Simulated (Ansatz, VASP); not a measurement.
# HfN in VASP and in Ansatz

Contents of INCAR:

```
PREC = Accurate
ENCUT = 520
EDIFF = 1E-6
ISMEAR = 0
SIGMA = 0.15
LREAL = False
LASPH = True
NELM = 100
ALGO = Normal
ISIF = 2
LWAVE = False
LCHARG = False
GGA = PE
NBANDS = 14
```

The input KPOINTS:

```
Automatic mesh
0
Gamma
  16 16 16
```

The input POSCAR:

```
HfN
1.0
    0.0000000000      2.2738140414      2.2738140414
    2.2738140414      0.0000000000      2.2738140414
    2.2738140414      2.2738140414      0.0000000000
Hf N
1 1
Direct
   -0.0010043247      0.0016738745      0.0010043247
    0.5127978803      0.4786701994      0.4872021197
```

Input for Ansatz:

```yaml
crystal:
  lattice:
    - [0.0, 2.2738140414, 2.2738140414]
    - [2.2738140414, 0.0, 2.2738140414]
    - [2.2738140414, 2.2738140414, 0.0]
  atoms:
    - { symbol: Hf, position: [-0.0010043247, 0.0016738745, 0.0010043247] }
    - { symbol: "N", position: [0.5127978803, 0.4786701994, 0.4872021197] }
basis:
  ecutwfc: 520.0
kpoints:
  mp_grid: { grid: [16, 16, 16] }
hamiltonian:
  xc: pbe
  pseudopotentials: { kind: paw, azcp: { folder: soft_1 } }
scf:
  occupations: { method: gaussian, width: 0.15 }
output:
  forces: true
  stress: true
  eigenvalues: true
  write_density: true
  write_potential: true
  elf: true
  volumetric_format: npy
```

Change from the starting cell: mode 4 frozen in at -0.078 Å and mode 6 at -0.019 Å (largest displacements).

Alike in both runs: task single point; functional PBE; k mesh 16 × 16 × 16; occupations gaussian, width 0.15 eV; no spin polarisation.

```csv
,VASP,Ansatz
version,VASP 6.6.1,Ansatz 0.2.0
potentials or method,"VASP PAW PBE potentials, release 64 (Hf_pv, N), cutoff 520 eV","scalar-relativistic, plane waves, PAW"
valence electrons in the cell,15,31
```

VASP gave:

```
gap on the k mesh at the Fermi level (eV)                     : none
pressure (GPa)                                                : -1.4
traceless stress, the component that is largest in VASP (GPa) : 1.64
rms of the force components (eV/Å)                            : 0.547
```

Q: Which values does Ansatz return?

A: gap on the k mesh at the Fermi level (eV): none; pressure (GPa): 0.9; traceless stress, the component that is largest in VASP (GPa): 1.66; rms of the force components (eV/Å): 0.548.

Atom by atom the forces differ by 0.001 eV/Å (rms over components). A gap of «none» marks a metal or a gap that the smearing closes. The functional is the same, so the differences come from potentials, cutoffs and numerics. VASP's potentials hold 15 valence electrons a cell and Ansatz's 31, so a difference there can come from the potentials and not from the codes.

Neither program's run includes spin-orbit coupling.
